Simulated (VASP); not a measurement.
# Ag in VASP: notebook

The runs below take Ag through single point, with LDA.

All numbers are computed with VASP 6.6.1; they aren't measurements. Logs are shortened: lines on timing, memory, paths and dates and some standing lists are left out, and cuts for length are marked.

## (1) The cell of the first run

The typed cell holds 1 atom: a = 2.950 Å, b = 2.950 Å, c = 2.950 Å, α = 120.00°, β = 120.00°, γ = 90.01°.

## (2) Single point, LDA

The input, INCAR:

```
SYSTEM = Ag
PREC = Accurate ; ENCUT = 520
EDIFF = 1E-6 ; ISMEAR = 0
SIGMA = 0.15 ; LREAL = .False.
LASPH = .True. ; NELM = 60
ALGO = Fast ; ISIF = 2
LWAVE = .False. ; LCHARG = .True.
GGA = CA ; LELF = .True.
LVHAR = .True. ; NBANDS = 12
```

The input, KPOINTS:

```
Automatic mesh
0
Gamma
  22 22 22
  0 0 0
```

The input, POSCAR:

```
Ag
1.0
   -1.4750942820      1.4750942820      2.0857833148
    1.4750942820     -1.4750942820      2.0857833148
    1.4750942820      1.4750942820     -2.0857833148
Ag
1
Direct
    0.0000000000      0.0000000000      0.0000000000
```

Potentials or basis: VASP PAW LDA potentials, release 64 (Ag).

Started as:

```bash
$ cat potpaw_LDA.64/Ag/POTCAR > POTCAR
$ mpirun -np 1 vasp_std > vasp.out
```

OUTCAR:

```text
SYSTEM = Ag
   PREC = Accurate
   ENCUT = 520
   EDIFF = 1E-6
   ISMEAR = 0
   LREAL = .False.
   LASPH = .True.
   NELM = 60
   ISIF = 2
   GGA = CA

 ion  position               nearest neighbor table
   1  0.000  0.000  0.000-

  LATTYP: Found a body centered tetragonal cell.
 ALAT       =     2.9501885640
 C/A-ratio  =     1.4140000000

  Lattice vectors:

 A1 = (  -1.4750942820,   1.4750942820,   2.0857833148)
 A2 = (   1.4750942820,  -1.4750942820,   2.0857833148)
 A3 = (   1.4750942820,   1.4750942820,  -2.0857833148)

Analysis of symmetry for initial positions (statically):
=====================================================================
 Subroutine PRICEL returns:
 Original cell was already a primitive cell.

 Routine SETGRP: Setting up the symmetry group for a
 body centered tetragonal supercell.

 Subroutine GETGRP returns: Found 16 space group operations
 (whereof 16 operations were pure point group operations)
 out of a pool of 16 trial point group operations.

The static configuration has the point symmetry D_4h.

Analysis of symmetry for dynamics (positions and initial velocities):
=====================================================================
 Subroutine PRICEL returns:
 Original cell was already a primitive cell.

 Routine SETGRP: Setting up the symmetry group for a
 body centered tetragonal supercell.

 Subroutine GETGRP returns: Found 16 space group operations
 (whereof 16 operations were pure point group operations)
 out of a pool of 16 trial point group operations.

The dynamic configuration has the point symmetry D_4h.

 Subroutine INISYM returns: Found 16 space group operations
 (whereof 16 operations are pure point group operations),
 and found     1 'primitive' translations

----------------------------------------------------------------------------------------

                                     Primitive cell

  volume of cell :      18.1538

  direct lattice vectors                    reciprocal lattice vectors
    -1.475094282  1.475094282  2.085783315     0.000000000  0.338961384  0.239718094
     1.475094282 -1.475094282  2.085783315     0.338961384  0.000000000  0.239718094
     1.475094282  1.475094282 -2.085783315     0.338961384  0.338961384  0.000000000

  length of vectors
     2.949965816  2.949965816  2.949965816     0.415162118  0.415162118  0.479363787

  position of ions in fractional coordinates (direct lattice)
     0.000000000  0.000000000  0.000000000

  ion indices of the primitive-cell ions
   primitive index   ion index
                 1           1

[... 85 lines left out ...]
   EFERMI =   0.00;   METHOD = LEGACY
   ISMEAR =     0;   SIGMA  =   0.15  broadening in eV -4-tet -1-fermi 0-gaus
   EFERMI_NEDOS =   21; number of points for ismear=-14 and -15
   IALGO  =     68    algorithm
   IMIX   =      4    mixing-type and parameters
     AMIX     =   0.40;   BMIX     =  1.00
     AMIX_MAG =   1.60;   BMIX_MAG =  1.00
  volume/ion in A,a.u.               =      18.15       122.51
  Fermi-wavevector in a.u.,A,eV,Ry     =   1.385318  2.617871 26.111022  1.919106
  Thomas-Fermi vector in A             =   2.509739
   LORBIT       =      0    0 simple, 1 ext, 2 COOP (PROOUT), +10 PAW based schemes
   GGA     = CA    functional components
   LHFCALC =     F    Hartree Fock is set to
   AEXX    =    0.0000 exact exchange contribution
   IVDW    =     0    specifies the selected vdW correction
   LEPSILON=     F    determine dielectric tensor
   LRPA    =     F    only Hartree local field effects (RPA)
 non-spin polarized calculation
 RMM-DIIS sequential band-by-band and
 Gauss-broadening in eV      SIGMA  =   0.15
  energy-cutoff  :      520.00
  volume of cell :       18.15
 maximum number of plane-waves:       531
 NGX is ok and might be reduce to    24
   NGX = 11   NGY = 11   NGZ = 11

 number of electron      11.0000000 magnetization

 Free energy of the ion-electron system (eV)
  ---------------------------------------------------
  ext. energy  EPLUGINS =         0.00000000
  ---------------------------------------------------
  free energy    TOTEN  =        -3.69438449 eV

  energy without entropy =       -3.69215172  energy(sigma->0) =       -3.69326810

 E-fermi :   7.3078     XC(G=0): -12.2184

 val. band max:        7.2738835248   @ k =  -0.2727  -0.4091   0.1818
 cond. band min:       7.3329745448   @ k =  -0.3636   0.3636   0.1364
 fundamental gap:      0.0590910201
 Fermi energy:         7.3078301595

 k-point     1 :       0.0000    0.0000    0.0000
  band No.  band energies     occupation
      1      -0.0831      2.00000
      2       2.7388      2.00000
      3       2.7388      2.00000
      4       2.7397      2.00000
      5       3.6820      2.00000
      6       3.6829      2.00000
      7      23.1724      0.00000
      8      26.2957      0.00000
      9      26.2957      0.00000
     10      26.2972      0.00000
     11      31.1759      0.00000
     12      31.7679      0.00000
[... 331 lines left out ...]
 k-point    24 :      -0.4545    0.0455    0.0000
  band No.  band energies     occupation
      1       1.3334      2.00000
      2       2.7194      2.00000
      3       2.7751      2.00000
      4       4.1923      2.00000
      5       4.3854      2.00000
      6       6.4708      2.00000
      7      11.4560      0.00000
      8      22.4724      0.00000
      9      24.0350      0.00000
     10      24.3512      0.00000
     11      29.4806      0.00000
     12      29.6230      0.00000

 [... further k-points ...]

------------------------ aborting loop because EDIFF is reached ----------------------------------------

  FORCE on cell =-STRESS in cart. coord.  units (eV):
  Direction    XX          YY          ZZ          XY          YZ          ZX
  --------------------------------------------------------------------------------------
  -------------------------------------------------------------------------------------
  Total       -1.3587024     -1.3587024     -1.3581681      0.0000000      0.0000000      0.0000000
  in kB     -119.9129741   -119.9129741   -119.8658199      0.0000000      0.0000000      0.0000000
  external PRESSURE =    -119.8972560 kB  Pullay stress =       0.0000000 kB

 VOLUME and BASIS-vectors are now :
 -----------------------------------------------------------------------------
  energy-cutoff  :      520.00
  volume of cell :       18.15
      direct lattice vectors                 reciprocal lattice vectors
    -1.475094282  1.475094282  2.085783315     0.000000000  0.338961384  0.239718094
     1.475094282 -1.475094282  2.085783315     0.338961384  0.000000000  0.239718094
     1.475094282  1.475094282 -2.085783315     0.338961384  0.338961384  0.000000000

 POSITION                                       TOTAL-FORCE (eV/Angst)
 -----------------------------------------------------------------------------------
      0.00000      0.00000      0.00000         0.000000      0.000000     -0.000000
 -----------------------------------------------------------------------------------
    total drift:                                0.000000      0.000000     -0.000000

  FREE ENERGIE OF THE ION-ELECTRON SYSTEM (eV)
  ---------------------------------------------------
  free  energy   TOTEN  =        -3.6943844878 eV

  energy  without entropy=       -3.6921517171  energy(sigma->0) =       -3.69326810
```

Run time: 2 min. Hardware: 1 thread of Intel Xeon 8259CL, shared host; peak memory 0.29 GiB.

What came out:

```yaml
Free_energy: -3.6944 eV
Pressure: -12.0 GPa
Band_gap_on_the_k_mesh: zero (an odd number of electrons rules out a gap without spin polarisation)
```

Caveat: the cell stands under tension.

## (3) Single point, LDA

The input, INCAR:

```
ALGO = Fast ; EDIFF = 1E-7
ENCUT = 520 ; ISIF = 2
ISMEAR = 0 ; LASPH = T
LCHARG = F ; LREAL = F
LWAVE = F ; NBANDS = 12
NELM = 60 ; PREC = Accurate
SIGMA = 0.15
```

The input, KPOINTS:

```
k-points
0
Gamma
  22 22 22
```

The input, POSCAR:

```
Ag
1.0
   -1.4463469908      1.4463469908      2.1695204861
    1.4463469908     -1.4463469908      2.1695204861
    1.4463469908      1.4463469908     -2.1695204861
Ag
1
Direct
    0.0000000000      0.0000000000      0.0000000000
```

Potentials or basis: VASP PAW LDA potentials, release 64 (Ag).

Started as:

```bash
$ cat potpaw_LDA.64/Ag/POTCAR > POTCAR
$ mpirun -np 1 vasp_std > vasp.out
```

It took 1.8 min on 1 thread of Intel Xeon 8259CL, shared host; peak memory 0.28 GiB.

Results (log left out):

| Item | Value |
| --- | --- |
| Free energy | -3.6899 eV |
| Pressure | -12.0 GPa |
| Band gap on the k mesh | zero (an odd number of electrons rules out a gap without spin polarisation) |

Stress tensor (GPa, compression positive):
```
-11.27   0.00   0.00
  0.00 -11.27   0.00
  0.00   0.00 -13.39
```

Levels at points of the mesh, in eV from the Fermi level:
```tsv
k point	band 2	band 3	band 4	band 5	band 6	band 7	band 8	band 9	band 10	band 11
(0.00, 0.00, 0.00)	-4.81	-4.45	-4.45	-3.83	-3.46	15.91	18.61	19.18	19.18	23.84
(0.50, 0.00, 0.00)	-4.75	-4.43	-2.98	-2.85	-0.28	3.22	14.75	16.78	17.76	21.21
(0.50, 0.50, 0.00)	-5.91	-2.96	-2.85	-2.59	1.91	6.68	9.91	9.92	16.16	16.20
(0.50, 0.50, 0.50)	-5.95	-2.92	-2.75	-2.75	0.98	5.30	10.92	10.92	17.14	17.16
```

Caveat: the cell stands under tension.
